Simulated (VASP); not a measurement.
# Au (P1) in VASP: single point with PBEsol

Aim: the single point of Au with PBEsol.

Program: VASP 6.6.1. These are calculated values, not measurements. Logs are shortened: lines on timing, memory, paths and dates and some standing lists are left out, and cuts for length are marked.

### 1 The cell of the first run

The typed cell holds 4 atoms: a = 4.088 Å, b = 3.949 Å, c = 5.077 Å, α = 68.53°, β = 64.44°, γ = 89.67°.

### 2 Single point, PBEsol

Input file INCAR:

```
PREC = Accurate ; ENCUT = 400
EDIFF = 1E-6 ; ISMEAR = -1
SIGMA = 0.1 ; LREAL = F
LASPH = T ; NELM = 120
ALGO = Normal ; ISIF = 2
LWAVE = F ; LCHARG = T
GGA = PS ; LELF = T
LVHAR = T ; NBANDS = 30
GGA_COMPAT = F
```

Input file KPOINTS:

```
regular mesh
0
Gamma
  4 4 4
```

Input file POSCAR:

```
Au
1.0
   -4.0879100000      0.0665540000      0.0120970000
   -0.0120970000     -0.0621360000      3.9484130000
   -2.1165570000      4.1975180000      1.9181190000
Au
4
Direct
    0.0541962388      0.0336980612      0.9809284645
    0.5645126951      0.5122784652      0.9680693107
    0.2870037722      0.7637598517      0.4457433495
    0.7641553777      0.2364963949      0.4892415811
```

Potentials or basis: VASP PAW PBE potentials, release 64 (Au).

Command:

```bash
> cat potpaw_PBE.64/Au/POTCAR > POTCAR
> mpirun -np 1 vasp_std > vasp.out
```

OUTCAR:

```text
PREC = Accurate
   ENCUT = 400
   EDIFF = 1E-6
   ISMEAR = -1
   LREAL = F
   LASPH = T
   NELM = 120
   ISIF = 2
   GGA = PS

 ion  position               nearest neighbor table
   1  0.054  0.034  0.981-   2 2.75   4 2.75   4 2.76   3 2.77   2 2.79   3 2.89   2 2.92   2 2.92
                             3 2.94   3 3.05   4 3.06   4 3.07
   2  0.565  0.512  0.968-   3 2.74   1 2.75   1 2.79   4 2.82   4 2.83   3 2.84   3 2.88   1 2.92
                             1 2.92   4 2.93   4 3.06   3 3.16
   3  0.287  0.764  0.446-   2 2.74   1 2.77   4 2.82   4 2.84   2 2.84   4 2.86   4 2.87   2 2.88
                             1 2.89   1 2.94   1 3.05   2 3.16
   4  0.764  0.236  0.489-   1 2.75   1 2.76   3 2.82   2 2.82   2 2.83   3 2.84   3 2.86   3 2.87
                             2 2.93   2 3.06   1 3.06   1 3.07

  LATTYP: Found a triclinic cell.
 ALAT       =     4.0884696331
 B/A-ratio  =     1.9009474542
 C/A-ratio  =     3.3757297053
 COS(alpha) =     0.0010619989
 COS(beta)  =     0.5696525692
 COS(gamma) =     0.8078704220

  Lattice vectors:

 A1 = (  -4.0879100000,   0.0665540000,   0.0120970000)
 A2 = (  -6.2044670000,   4.2640720000,   1.9302160000)
 A3 = (  -8.0185190000,  -8.1332380000,  -7.7483600000)

Analysis of symmetry for initial positions (statically):
=====================================================================
 Subroutine PRICEL returns:
 Original cell was already a primitive cell.

 Routine SETGRP: Setting up the symmetry group for a
 triclinic supercell.

 Subroutine GETGRP returns: Found  1 space group operations
 (whereof  1 operations were pure point group operations)
 out of a pool of  2 trial point group operations.

The static configuration has the point symmetry C_1 .

Analysis of symmetry for dynamics (positions and initial velocities):
=====================================================================
 Subroutine PRICEL returns:
 Original cell was already a primitive cell.

 Routine SETGRP: Setting up the symmetry group for a
 triclinic supercell.

 Subroutine GETGRP returns: Found  1 space group operations
 (whereof  1 operations were pure point group operations)
 out of a pool of  2 trial point group operations.

The dynamic configuration has the point symmetry C_1 .

 Subroutine INISYM returns: Found  1 space group operations
 (whereof  1 operations are pure point group operations),
 and found     1 'primitive' translations

----------------------------------------------------------------------------------------

                                     Primitive cell

  volume of cell :      67.6815

  direct lattice vectors                    reciprocal lattice vectors
    -4.087910000  0.066554000  0.012097000    -0.246636445 -0.123133212 -0.002693377
    -0.012097000 -0.062136000  3.948413000    -0.001135926 -0.115474635  0.251445613
    -2.116557000  4.197518000  1.918119000     0.003893744  0.238478995  0.003764863

  length of vectors
     4.088469633  3.948920414  5.077218864     0.275678396  0.276695822  0.238540493

  position of ions in fractional coordinates (direct lattice)
     0.054196239  0.033698061  0.980928465
     0.564512695  0.512278465  0.968069311
     0.287003772  0.763759852  0.445743349
     0.764155378  0.236496395  0.489241581

  ion indices of the primitive-cell ions
   primitive index   ion index
                 1           1
                 2           2
                 3           3
                 4           4

----------------------------------------------------------------------------------------

 KPOINTS: regular mesh

Automatic generation of k-mesh.
 Grid dimensions read from file:
 generate k-points for:    4    4    4

 Generating k-lattice:

  Cartesian coordinates                     Fractional coordinates (reciprocal lattice)
    -0.061659111 -0.030783303 -0.000673344     0.250000000  0.000000000  0.000000000
    -0.000283981 -0.028868659  0.062861403    -0.000000000  0.250000000  0.000000000
     0.000973436  0.059619749  0.000941216    -0.000000000  0.000000000  0.250000000

  Length of vectors
     0.068919599  0.069173955  0.059635123

  Shift w.r.t. Gamma in fractional coordinates (k-lattice)
     0.000000000  0.000000000  0.000000000

 Subroutine IBZKPT returns following result:
 ===========================================

 Found     36 irreducible k-points:

 Following reciprocal coordinates:
            Coordinates               Weight
  0.000000  0.000000  0.000000      1.000000
  0.250000  0.000000 -0.000000      2.000000
  0.500000  0.000000 -0.000000      1.000000
 -0.000000  0.250000  0.000000      2.000000
  0.250000  0.250000 -0.000000      2.000000
  0.500000  0.250000  0.000000      2.000000
[... 16 lines left out ...]
  0.000000 -0.250000  0.250000      2.000000
  0.250000 -0.250000  0.250000      2.000000
 [... further k-points ...]
   k-points           NKPTS =     36   k-points in BZ     NKDIM =     36   number of bands    NBANDS=     30
   number of dos      NEDOS =    301   number of ions     NIONS =      4
   total plane-waves  NPLWV =  28224
   dimension x,y,z NGX =    28 NGY =   28 NGZ =   36
   dimension x,y,z NGXF=    56 NGYF=   56 NGZF=   72
   ions per type =               4
   NGX,Y,Z   is equivalent  to a cutoff of  11.39, 11.79, 11.79 a.u.
   NGXF,Y,Z  is equivalent  to a cutoff of  22.77, 23.58, 23.58 a.u.
 SYSTEM =  unknown system
   PREC   = accura    normal or accurate (medium, high low for compatibility)
   ISTART =      0    job   : 0-new  1-cont  2-samecut
   ICHARG =      2    charge: 1-file 2-atom 10-const
   ISPIN  =      1    spin polarized calculation?
   LNONCOLLINEAR =      F non collinear calculations
   LSORBIT =      F    spin-orbit coupling
   LASPH  =      T    aspherical Exc in radial PAW
   ENCUT  =  400.0 eV  29.40 Ry    5.42 a.u.   6.67  6.44  8.28*2*pi/ulx,y,z
   NELM   =    120;   NELMIN=  2; NELMDL= -5     # of ELM steps
   EDIFF  = 0.1E-05   stopping-criterion for ELM
   LREAL  =      F    real-space projection
   EDIFFG = 0.1E-04   stopping-criterion for IOM
   NSW    =      0    number of steps for IOM
   IBRION =     -1    ionic relax: 0-MD 1-quasi-New 2-CG
   NFREE  =      0    steps in history (QN), initial steepest desc. (CG)
   ISIF   =      2    stress and relaxation
   ISYM   =      2    0-nonsym 1-usesym 2-fastsym
   POTIM  = 0.5000    time-step for ionic-motion
   TEBEG  =    0.0;   TEEND  =   0.0 temperature during run
   PSTRESS=    0.0 pullay stress
   NELECT =      44.0000    total number of electrons
   NUPDOWN=      -1.0000    fix difference up-down
   EMIN   =  10.00;   EMAX   =-10.00  energy-range for DOS
   EFERMI =   0.00;   METHOD = LEGACY
   ISMEAR =    -1;   SIGMA  =   0.10  broadening in eV -4-tet -1-fermi 0-gaus
   EFERMI_NEDOS =   21; number of points for ismear=-14 and -15
   IALGO  =     38    algorithm
   IMIX   =      4    mixing-type and parameters
     AMIX     =   0.40;   BMIX     =  1.00
     AMIX_MAG =   1.60;   BMIX_MAG =  1.00
  volume/ion in A,a.u.               =      16.92       114.18
  Fermi-wavevector in a.u.,A,eV,Ry     =   1.418194  2.679999 27.365064  2.011275
  Thomas-Fermi vector in A             =   2.539345
   LORBIT       =      0    0 simple, 1 ext, 2 COOP (PROOUT), +10 PAW based schemes
   GGA     = PS    functional components
   LHFCALC =     F    Hartree Fock is set to
   AEXX    =    0.0000 exact exchange contribution
   IVDW    =     0    specifies the selected vdW correction
   LEPSILON=     F    determine dielectric tensor
   LRPA    =     F    only Hartree local field effects (RPA)
 non-spin polarized calculation
  energy-cutoff  :      400.00
  volume of cell :       67.68
 maximum number of plane-waves:      1243
 NGX is ok and might be reduce to    28
   NGX = 13   NGY = 13   NGZ = 17

 number of electron      43.9999999 magnetization

 Free energy of the ion-electron system (eV)
  ---------------------------------------------------
  ext. energy  EPLUGINS =         0.00000000
  ---------------------------------------------------
  free energy    TOTEN  =       -15.59138671 eV

  energy without entropy =      -15.56319870  energy(sigma->0) =      -15.57729271

 E-fermi :   9.6178     XC(G=0): -12.9160

 val. band max:        9.5294219972   @ k =   0.5000   0.5000   0.5000
 cond. band min:       9.6655134049   @ k =  -0.2500   0.2500   0.5000
 fundamental gap:      0.1360914077
 Fermi energy:         9.6177528641

 k-point     1 :       0.0000    0.0000    0.0000
  band No.  band energies     occupation
      1      -0.6126      2.00000
      2       2.1795      2.00000
      3       2.6029      2.00000
      4       3.2581      2.00000
      5       3.2701      2.00000
      6       3.9536      2.00000
[... 22 lines left out ...]
     29      16.1837      0.00000
     30      19.1987      0.00000

 k-point     2 :       0.2500    0.0000   -0.0000
  band No.  band energies     occupation
      1       0.2840      2.00000
      2       2.6578      2.00000
      3       2.9936      2.00000
      4       3.1219      2.00000
      5       3.4499      2.00000
      6       3.6041      2.00000
[... 22 lines left out ...]
     29      18.9311      0.00000
     30      19.3093      0.00000

 k-point     3 :       0.5000    0.0000   -0.0000
  band No.  band energies     occupation
      1       2.2116      2.00000
      2       2.4717      2.00000
      3       3.3694      2.00000
      4       3.4763      2.00000
      5       3.6749      2.00000
      6       3.7560      2.00000
[... 22 lines left out ...]
     29      20.8507      0.00000
     30      21.0621      0.00000

 k-point     4 :      -0.0000    0.2500    0.0000
  band No.  band energies     occupation
      1       0.2736      2.00000
      2       2.7029      2.00000
      3       3.0194      2.00000
      4       3.2367      2.00000
      5       3.4316      2.00000
      6       3.6517      2.00000
[... 616 lines left out ...]
     29      19.7158      0.00000
     30      21.9325      0.00000

 k-point    23 :       0.0000   -0.2500    0.2500
  band No.  band energies     occupation
      1       1.3715      2.00000
      2       2.5657      2.00000
      3       2.7246      2.00000
      4       2.8927      2.00000
      5       3.0081      2.00000
      6       3.1954      2.00000
[... 22 lines left out ...]
     29      19.8950      0.00000
     30      20.2397      0.00000

 k-point    24 :       0.2500   -0.2500    0.2500
  band No.  band energies     occupation
      1       1.1059      2.00000
      2       2.7803      2.00000
      3       2.9685      2.00000
      4       3.0438      2.00000
      5       3.6475      2.00000
      6       3.7342      2.00000
[... 22 lines left out ...]
     29      20.0249      0.00000
     30      21.0832      0.00000

 [... further k-points ...]
[... 5 lines left out ...]
  --------------------------------------------------------------------------------------
  -------------------------------------------------------------------------------------
  Total        1.3778108      0.5999044      1.8851958      0.5488825      1.0703277      0.4251769
  in kB       32.6159724     14.2011277     44.6269504     12.9933208     25.3371354     10.0649210
  external PRESSURE =      30.4813502 kB  Pullay stress =       0.0000000 kB

 VOLUME and BASIS-vectors are now :
 -----------------------------------------------------------------------------
  energy-cutoff  :      400.00
  volume of cell :       67.68
      direct lattice vectors                 reciprocal lattice vectors
    -4.087910000  0.066554000  0.012097000    -0.246636445 -0.123133212 -0.002693377
    -0.012097000 -0.062136000  3.948413000    -0.001135926 -0.115474635  0.251445613
    -2.116557000  4.197518000  1.918119000     0.003893744  0.238478995  0.003764863

 POSITION                                       TOTAL-FORCE (eV/Angst)
 -----------------------------------------------------------------------------------
     -2.29815      4.11898      2.01525         0.367085     -0.389554     -0.787663
     -4.36285      4.06923      3.88639         0.223882     -0.100364      0.289856
     -2.12593      1.84266      3.87410        -0.317578      0.659631      0.094853
     -4.16217      2.08976      1.88145        -0.273389     -0.169713      0.402954
 -----------------------------------------------------------------------------------
    total drift:                               -0.000010      0.000047     -0.000102

  FREE ENERGIE OF THE ION-ELECTRON SYSTEM (eV)
  ---------------------------------------------------
  free  energy   TOTEN  =       -15.5913867148 eV

  energy  without entropy=      -15.5631987019  energy(sigma->0) =      -15.57729271
```

It used 100 s of CPU time on 1 thread of Intel Xeon 8259CL, on a shared host.

Results:

```yaml
Free_energy: -15.5914 eV
Pressure: 3.0 GPa
Largest_force: 0.952 eV/Å
Band_gap_on_the_k_mesh: zero (band 22 reaches 11.70 eV, above the bottom of band 23 at 8.27 eV)
```

Forces on the atoms (eV/Å):
```
Au   0.367 -0.390 -0.788
Au   0.224 -0.100  0.290
Au  -0.318  0.660  0.095
Au  -0.273 -0.170  0.403
```

Stress tensor (GPa, compression positive):
```
3.26 1.30 1.01
1.30 1.42 2.53
1.01 2.53 4.46
```

Levels at points of the mesh, in eV from the Fermi level:
```tsv
k point	band 19	band 20	band 21	band 22	band 23	band 24	band 25	band 26
(0.00, 0.00, 0.00)	-1.86	-1.73	-1.69	0.29	4.49	4.90	4.92	5.68
(0.50, 0.00, 0.00)	-2.64	-2.27	-2.16	-1.97	0.98	1.35	7.22	7.44
(0.00, 0.50, 0.00)	-2.73	-2.41	-2.27	-2.07	1.77	2.38	6.69	6.79
(0.50, 0.50, 0.00)	-2.21	-2.07	-1.21	-1.11	-0.27	-0.14	2.80	2.83
(0.00, 0.00, 0.50)	-2.06	-1.91	-1.75	-1.67	0.81	1.40	5.48	6.30
(0.50, 0.00, 0.50)	-2.69	-2.34	-2.28	-2.16	1.55	2.01	7.12	7.44
(0.00, 0.50, 0.50)	-2.65	-2.33	-2.14	-1.87	1.20	1.67	6.74	6.91
(0.50, 0.50, 0.50)	-2.10	-2.04	-1.48	-1.05	-0.44	-0.09	2.56	3.36
```

Caveat: the k points lie up to 0.43 Å⁻¹ apart; the PAW data sets were made with another functional, which shifts forces and pressure a little; spin-orbit coupling is left out, which moves the levels of the heavy elements.
